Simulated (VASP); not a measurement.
A run of VASP 6.6.1 is set up as follows.

INCAR

```
SYSTEM = ScRu3
PREC = Accurate
ENCUT = 520
EDIFF = 1E-6
ISMEAR = -1
SIGMA = 0.1
LREAL = .False.
LASPH = .True.
NELM = 80
ALGO = Fast
ISIF = 2
LWAVE = .False.
LCHARG = .True.
GGA = PE
LELF = .True.
LVHAR = .True.
NBANDS = 34
```

The input KPOINTS:

```
regular mesh
0
Gamma
  6 6 6
  0 0 0
```

The input POSCAR:

```
ScRu3
1.0
    3.9384370000      0.0000000000      0.0000000000
    0.0000000000      3.9384370000      0.0000000000
    0.0000000000      0.0000000000      3.9384370000
Ru Sc
3 1
Direct
    0.5000000000      0.5000000000      0.0000000000
    0.5000000000      0.0000000000      0.5000000000
    0.0000000000      0.5000000000      0.5000000000
    0.0000000000      0.0000000000      0.0000000000
```

Potentials or basis: VASP PAW PBE potentials, release 64 (Ru_pv, Sc_sv).

Run with:

```bash
$ cat potpaw_PBE.64/Ru_pv/POTCAR potpaw_PBE.64/Sc_sv/POTCAR > POTCAR
$ mpirun -np 1 vasp_std > vasp.out
```

Task: Predict the pressure.

Result: -1.6 GPa.
